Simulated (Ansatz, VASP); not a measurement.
# TlPbF3: VASP beside Ansatz

```
Tl Pb F
1.0
     4.77819    0.00000    0.00000
     0.00000    4.77819    0.00000
     0.00000    0.00000    4.80208
Tl Pb F
1 1 3
Direct
  0.00000 0.00000 0.00000
  0.50000 0.50000 0.50000
  0.50000 0.50000 0.00000
  0.50000 0.00000 0.50000
  0.00000 0.50000 0.50000
```

Change from the starting cell: uniaxial_z strain +0.5%.

Alike in both runs: task single point; functional PBE; k mesh 6 × 6 × 6; occupations fermi-dirac, width 0.02 eV; no spin polarisation.

|  | VASP | Ansatz |
| --- | --- | --- |
| version | VASP 6.6.1 | Ansatz 0.2.0 |
| potentials or method | VASP PAW PBE potentials, release 64 (Tl_d, Pb_d, F) | plane waves, PAW |
| plane-wave cutoff (eV) | 520 | 420 |
| valence electrons in the cell | 48 | 48 |

```tsv
	VASP	Ansatz	Ansatz less VASP
gap on the k mesh at the Fermi level (eV)	1.63	1.62	-0.004
pressure (GPa)	1.7	1.9	+0.16
traceless stress, the component that is largest in VASP (GPa)	-0.26	-0.26	+0.003
```

Spin-orbit coupling is off throughout.
